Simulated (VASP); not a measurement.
# Al (Fm-3m) in VASP: single point with LDA

Aim: the single point of Al with LDA.

Everything below comes from runs of VASP 6.6.1. Logs are shortened: lines on timing, memory, paths and dates and some standing lists are left out, and cuts for length are marked.

## 1. The cell of the first run

The structure is cubic, space group Fm-3m (No. 225). The conventional cell has a = 4.020 Å, b = 4.020 Å, c = 4.020 Å, α = 90.00°, β = 90.00°, γ = 90.00°. Within 3.7 Å of Al (site symmetry m-3m) lie 12 Al at 2.84 Å.

## 2. Single point, LDA

INCAR reads:

```
SYSTEM = Al
PREC = Accurate
ENCUT = 500
EDIFF = 1E-6
ISMEAR = 0
SIGMA = 0.1
LREAL = .False.
LASPH = .True.
NELM = 120
ALGO = Normal
ISIF = 2
LWAVE = .False.
LCHARG = .False.
GGA = CA
NBANDS = 8
GGA_COMPAT = .False.
```

KPOINTS reads:

```
regular mesh
0
Gamma
  8 8 8
  0 0 0
```

POSCAR reads:

```
Al
1.0
    0.0000000000      2.0100000000      2.0100000000
    2.0100000000      0.0000000000      2.0100000000
    2.0100000000      2.0100000000      0.0000000000
Al
1
Direct
    0.0000000000      0.0000000000      0.0000000000
```

Potentials or basis: VASP PAW LDA potentials, release 64 (Al).

Command:

```sh
$ cat potpaw_LDA.64/Al/POTCAR > POTCAR
$ mpirun -np 1 vasp_std > vasp.out
```

OUTCAR:

```text
SYSTEM = Al
   PREC = Accurate
   ENCUT = 500
   EDIFF = 1E-6
   ISMEAR = 0
   LREAL = .False.
   LASPH = .True.
   NELM = 120
   ISIF = 2
   GGA = CA

 ion  position               nearest neighbor table
   1  0.000  0.000  0.000-

  LATTYP: Found a face centered cubic cell.
 ALAT       =     4.0200000000

  Lattice vectors:

 A1 = (   0.0000000000,   2.0100000000,   2.0100000000)
 A2 = (   2.0100000000,   0.0000000000,   2.0100000000)
 A3 = (   2.0100000000,   2.0100000000,   0.0000000000)

Analysis of symmetry for initial positions (statically):
=====================================================================
 Subroutine PRICEL returns:
 Original cell was already a primitive cell.

 Routine SETGRP: Setting up the symmetry group for a
 face centered cubic supercell.

 Subroutine GETGRP returns: Found 48 space group operations
 (whereof 48 operations were pure point group operations)
 out of a pool of 48 trial point group operations.

The static configuration has the point symmetry O_h .

Analysis of symmetry for dynamics (positions and initial velocities):
=====================================================================
 Subroutine PRICEL returns:
 Original cell was already a primitive cell.

 Routine SETGRP: Setting up the symmetry group for a
 face centered cubic supercell.

 Subroutine GETGRP returns: Found 48 space group operations
 (whereof 48 operations were pure point group operations)
 out of a pool of 48 trial point group operations.

The dynamic configuration has the point symmetry O_h .

 Subroutine INISYM returns: Found 48 space group operations
 (whereof 48 operations are pure point group operations),
 and found     1 'primitive' translations

----------------------------------------------------------------------------------------

                                     Primitive cell

  volume of cell :      16.2412

  direct lattice vectors                    reciprocal lattice vectors
     0.000000000  2.010000000  2.010000000    -0.248756219  0.248756219  0.248756219
     2.010000000  0.000000000  2.010000000     0.248756219 -0.248756219  0.248756219
     2.010000000  2.010000000  0.000000000     0.248756219  0.248756219 -0.248756219

  length of vectors
     2.842569260  2.842569260  2.842569260     0.430858410  0.430858410  0.430858410

  position of ions in fractional coordinates (direct lattice)
     0.000000000  0.000000000  0.000000000

  ion indices of the primitive-cell ions
   primitive index   ion index
                 1           1

----------------------------------------------------------------------------------------

 KPOINTS: regular mesh

Automatic generation of k-mesh.
 Grid dimensions read from file:
 generate k-points for:    8    8    8

 Generating k-lattice:

  Cartesian coordinates                     Fractional coordinates (reciprocal lattice)
    -0.031094527  0.031094527  0.031094527     0.125000000  0.000000000  0.000000000
     0.031094527 -0.031094527  0.031094527     0.000000000  0.125000000  0.000000000
     0.031094527  0.031094527 -0.031094527     0.000000000  0.000000000  0.125000000

  Length of vectors
     0.053857301  0.053857301  0.053857301

  Shift w.r.t. Gamma in fractional coordinates (k-lattice)
     0.000000000  0.000000000  0.000000000

 Subroutine IBZKPT returns following result:
 ===========================================

 Found     29 irreducible k-points:

 Following reciprocal coordinates:
            Coordinates               Weight
  0.000000  0.000000  0.000000      1.000000
  0.125000  0.000000  0.000000      8.000000
  0.250000  0.000000  0.000000      8.000000
  0.375000  0.000000  0.000000      8.000000
  0.500000  0.000000  0.000000      4.000000
  0.125000  0.125000  0.000000      6.000000
[... 16 lines left out ...]
  0.500000  0.250000  0.125000     48.000000
 -0.375000  0.250000  0.125000     24.000000
 [... further k-points ...]
   k-points           NKPTS =     29   k-points in BZ     NKDIM =     29   number of bands    NBANDS=      8
   number of dos      NEDOS =    301   number of ions     NIONS =      1
   total plane-waves  NPLWV =  13824
   dimension x,y,z NGX =    24 NGY =   24 NGZ =   24
   dimension x,y,z NGXF=    48 NGYF=   48 NGZF=   48
   ions per type =               1
   NGX,Y,Z   is equivalent  to a cutoff of  14.04, 14.04, 14.04 a.u.
   NGXF,Y,Z  is equivalent  to a cutoff of  28.07, 28.07, 28.07 a.u.
 SYSTEM =  Al
   PREC   = accura    normal or accurate (medium, high low for compatibility)
   ISTART =      0    job   : 0-new  1-cont  2-samecut
   ICHARG =      2    charge: 1-file 2-atom 10-const
   ISPIN  =      1    spin polarized calculation?
   LNONCOLLINEAR =      F non collinear calculations
   LSORBIT =      F    spin-orbit coupling
   LASPH  =      T    aspherical Exc in radial PAW
   ENCUT  =  500.0 eV  36.75 Ry    6.06 a.u.   5.18  5.18  5.18*2*pi/ulx,y,z
   NELM   =    120;   NELMIN=  2; NELMDL= -5     # of ELM steps
   EDIFF  = 0.1E-05   stopping-criterion for ELM
   LREAL  =      F    real-space projection
   EDIFFG = 0.1E-04   stopping-criterion for IOM
   NSW    =      0    number of steps for IOM
   IBRION =     -1    ionic relax: 0-MD 1-quasi-New 2-CG
   NFREE  =      0    steps in history (QN), initial steepest desc. (CG)
   ISIF   =      2    stress and relaxation
   ISYM   =      2    0-nonsym 1-usesym 2-fastsym
   POTIM  = 0.5000    time-step for ionic-motion
   TEBEG  =    0.0;   TEEND  =   0.0 temperature during run
   PSTRESS=    0.0 pullay stress
   NELECT =       3.0000    total number of electrons
   NUPDOWN=      -1.0000    fix difference up-down
   EMIN   =  10.00;   EMAX   =-10.00  energy-range for DOS
   EFERMI =   0.00;   METHOD = LEGACY
   ISMEAR =     0;   SIGMA  =   0.10  broadening in eV -4-tet -1-fermi 0-gaus
   EFERMI_NEDOS =   21; number of points for ismear=-14 and -15
   IALGO  =     38    algorithm
   IMIX   =      4    mixing-type and parameters
     AMIX     =   0.40;   BMIX     =  1.00
     AMIX_MAG =   1.60;   BMIX_MAG =  1.00
  volume/ion in A,a.u.               =      16.24       109.60
  Fermi-wavevector in a.u.,A,eV,Ry     =   0.932343  1.761873 11.827055  0.869264
  Thomas-Fermi vector in A             =   2.058931
   LORBIT       =      0    0 simple, 1 ext, 2 COOP (PROOUT), +10 PAW based schemes
   GGA     = CA    functional components
   LHFCALC =     F    Hartree Fock is set to
   AEXX    =    0.0000 exact exchange contribution
   IVDW    =     0    specifies the selected vdW correction
   LEPSILON=     F    determine dielectric tensor
   LRPA    =     F    only Hartree local field effects (RPA)
 non-spin polarized calculation
 Gauss-broadening in eV      SIGMA  =   0.10
  energy-cutoff  :      500.00
  volume of cell :       16.24
 maximum number of plane-waves:       428
 NGX is ok and might be reduce to    24
   NGX = 11   NGY = 11   NGZ = 11

 number of electron       3.0000000 magnetization

 Free energy of the ion-electron system (eV)
  ---------------------------------------------------
  ext. energy  EPLUGINS =         0.00000000
  ---------------------------------------------------
  free energy    TOTEN  =        -4.18448720 eV

  energy without entropy =       -4.18137711  energy(sigma->0) =       -4.18293215

 E-fermi :   8.0162     XC(G=0): -10.4014

 val. band max:        7.6331644230   @ k =  -0.2500   0.3750   0.1250
 cond. band min:       8.0925109082   @ k =   0.5000   0.2500   0.1250
 fundamental gap:      0.4593464851
 Fermi energy:         8.0162272204

 k-point     1 :       0.0000    0.0000    0.0000
  band No.  band energies     occupation
      1      -3.2520      2.00000
      2      20.6149      0.00000
      3      20.6149      0.00000
      4      20.6149      0.00000
      5      22.0559      0.00000
      6      22.0559      0.00000
      7      22.0559      0.00000
      8      24.6870      0.00000

 k-point     2 :       0.1250    0.0000    0.0000
  band No.  band energies     occupation
      1      -2.8243      2.00000
      2      16.3058      0.00000
      3      19.6552      0.00000
      4      19.6552      0.00000
      5      22.7585      0.00000
      6      23.6002      0.00000
      7      23.6002      0.00000
      8      25.6676      0.00000

 k-point     3 :       0.2500    0.0000    0.0000
  band No.  band energies     occupation
      1      -1.5491      2.00000
      2      11.4122      0.00000
      3      18.8852      0.00000
      4      18.8852      0.00000
      5      22.4288      0.00000
      6      22.7303      0.00000
      7      22.7303      0.00000
      8      26.8907      0.00000

 k-point     4 :       0.3750    0.0000    0.0000
  band No.  band energies     occupation
      1       0.5506      2.00000
      2       7.0843      2.00000
      3      18.7930      0.00000
      4      18.7930      0.00000
      5      20.7451      0.00000
      6      20.7451      0.00000
      7      22.5153      0.00000
      8      24.8078      0.00000

 k-point     5 :       0.5000    0.0000    0.0000
  band No.  band energies     occupation
      1       3.3451      2.00000
      2       3.5420      2.00000
      3      19.3611      0.00000
      4      19.3611      0.00000
      5      19.4653      0.00000
      6      19.4653      0.00000
      7      23.2910      0.00000
      8      23.3138      0.00000

 k-point     6 :       0.1250    0.1250    0.0000
  band No.  band energies     occupation
      1      -2.6820      2.00000
      2      17.8894      0.00000
      3      17.8894      0.00000
      4      18.1814      0.00000
      5      20.9231      0.00000
      6      22.6549      0.00000
      7      25.5732      0.00000
      8      25.5732      0.00000

 k-point     7 :       0.2500    0.1250    0.0000
  band No.  band energies     occupation
      1      -1.6902      2.00000
      2      13.2829      0.00000
      3      16.8216      0.00000
      4      18.3772      0.00000
      5      19.5935      0.00000
      6      22.1459      0.00000
      7      26.0654      0.00000
      8      26.1649      0.00000

 k-point     8 :       0.3750    0.1250    0.0000
  band No.  band energies     occupation
      1       0.1329      2.00000
      2       8.7941      0.00000
      3      16.4727      0.00000
      4      17.2168      0.00000
      5      18.2111      0.00000
      6      24.2225      0.00000
      7      25.0346      0.00000
      8      26.3433      0.00000

 k-point     9 :       0.5000    0.1250    0.0000
  band No.  band energies     occupation
      1       2.7530      2.00000
      2       4.9391      2.00000
      3      15.5805      0.00000
      4      16.8461      0.00000
      5      18.6556      0.00000
      6      22.7091      0.00000
      7      25.5256      0.00000
      8      26.8233      0.00000

 k-point    10 :      -0.3750    0.1250    0.0000
  band No.  band energies     occupation
      1       1.7949      2.00000
      2       6.1419      2.00000
      3      14.6947      0.00000
      4      17.9426      0.00000
      5      19.8464      0.00000
      6      21.8658      0.00000
      7      24.7506      0.00000
      8      27.7344      0.00000
[... 78 lines left out ...]
 k-point    18 :       0.3750    0.3750    0.0000
  band No.  band energies     occupation
      1       1.7883      2.00000
      2      10.5563      0.00000
      3      13.8223      0.00000
      4      14.0461      0.00000
      5      14.0461      0.00000
      6      17.5730      0.00000
      7      31.6929      0.00000
      8      33.2258      0.00000

 k-point    19 :       0.5000    0.3750    0.0000
  band No.  band energies     occupation
      1       3.8053      2.00000
      2       8.3304      0.00001
      3      10.1783      0.00000
      4      13.9277      0.00000
      5      15.3199      0.00000
      6      19.4813      0.00000
      7      30.9730      0.00000
      8      33.0582      0.00000

 k-point    20 :      -0.3750    0.3750    0.0000
  band No.  band energies     occupation
      1       6.0654      2.00000
      2       6.5932      2.00000
      3       7.5454      2.00000
      4      14.5356      0.00000
      5      16.2122      0.00000
      6      23.6848      0.00000
      7      29.7361      0.00000
      8      30.1942      0.00000

 k-point    21 :       0.5000    0.5000    0.0000
  band No.  band energies     occupation
      1       5.0228      2.00000
      2       6.3397      2.00000
      3      13.2599      0.00000
      4      13.5647      0.00000
      5      13.5647      0.00000
      6      17.0603      0.00000
      7      33.2817      0.00000
      8      34.8145      0.00000

 k-point    22 :       0.3750    0.2500    0.1250
  band No.  band energies     occupation
      1      -0.4255      2.00000
      2      11.8262      0.00000
      3      13.2340      0.00000
      4      16.7685      0.00000
      5      20.1530      0.00000
      6      21.9167      0.00000
      7      24.9501      0.00000
      8      28.2853      0.00000

 k-point    23 :       0.5000    0.2500    0.1250
  band No.  band energies     occupation
      1       1.6560      2.00000
      2       8.0925      0.28067
      3      12.5559      0.00000
      4      14.6228      0.00000
      5      20.7788      0.00000
      6      22.8707      0.00000
      7      24.9995      0.00000
      8      28.9706      0.00000

 k-point    24 :      -0.3750    0.2500    0.1250
  band No.  band energies     occupation
      1       4.3971      2.00000
      2       4.6433      2.00000
      3      12.9594      0.00000
      4      13.4178      0.00000
      5      21.3023      0.00000
      6      21.7420      0.00000
      7      28.2671      0.00000
      8      28.5978      0.00000

 [... further k-points ...]

------------------------ aborting loop because EDIFF is reached ----------------------------------------

  FORCE on cell =-STRESS in cart. coord.  units (eV):
  Direction    XX          YY          ZZ          XY          YZ          ZX
  --------------------------------------------------------------------------------------
  -------------------------------------------------------------------------------------
  Total       -0.2039965     -0.2039965     -0.2039965     -0.0000000      0.0000000     -0.0000000
  in kB      -20.1240399    -20.1240399    -20.1240399     -0.0000000      0.0000000     -0.0000000
  external PRESSURE =     -20.1240399 kB  Pullay stress =       0.0000000 kB

 VOLUME and BASIS-vectors are now :
 -----------------------------------------------------------------------------
  energy-cutoff  :      500.00
  volume of cell :       16.24
      direct lattice vectors                 reciprocal lattice vectors
     0.000000000  2.010000000  2.010000000    -0.248756219  0.248756219  0.248756219
     2.010000000  0.000000000  2.010000000     0.248756219 -0.248756219  0.248756219
     2.010000000  2.010000000  0.000000000     0.248756219  0.248756219 -0.248756219

 POSITION                                       TOTAL-FORCE (eV/Angst)
 -----------------------------------------------------------------------------------
      0.00000      0.00000      0.00000        -0.000000     -0.000000      0.000000
 -----------------------------------------------------------------------------------
    total drift:                                0.000000     -0.000000      0.000000

  FREE ENERGIE OF THE ION-ELECTRON SYSTEM (eV)
  ---------------------------------------------------
  free  energy   TOTEN  =        -4.1844871998 eV

  energy  without entropy=       -4.1813771089  energy(sigma->0) =       -4.18293215
```

Wall time 4.4 s (1 thread of Intel Xeon 8259CL, shared host); peak memory 0.12 GiB.

Results:

- Free energy: -4.1845 eV
- Pressure: -2.0 GPa

Levels at points of the mesh, in eV from the Fermi level:
```csv
k point,band 1,band 2,band 3,band 4,band 5,band 6
"(0.00, 0.00, 0.00)",-11.27,12.60,12.60,12.60,14.04,14.04
"(0.50, 0.00, 0.00)",-4.67,-4.47,11.34,11.34,11.45,11.45
"(0.50, 0.50, 0.00)",-2.99,-1.68,5.24,5.55,5.55,9.04
```
